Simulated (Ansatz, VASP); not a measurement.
## SO2 in VASP and in Ansatz

```
O S
1.0
     6.38781    0.00000    0.00000
    -3.19391    5.53201    0.00000
     0.00000    0.00000   26.85023
O S
2 1
Cartesian
  -1.5967 4.4192 15.5748
  1.5981 4.6244 15.5531
  -1.5894 6.9556 16.4393
```

Alike in both runs: task single point; functional PBE; dispersion D3(BJ); k mesh 4 × 4 × 1; occupations gaussian, width 0.1 eV; no spin polarisation.

```csv
,VASP,Ansatz
version,VASP 6.6.1,Ansatz 0.2.0
potentials or method,"VASP PAW PBE potentials, release 64 (O, S), cutoff 520 eV","scalar-relativistic, plane waves, PAW"
valence electrons in the cell,18,18
```

```csv
,VASP,Ansatz,Ansatz less VASP
gap on the k mesh at the Fermi level (eV),none,none,-
rms of the force components (eV/Å),1.323,1.323,+0.0004
```

A gap of «none» marks a metal or a gap that the smearing closes.
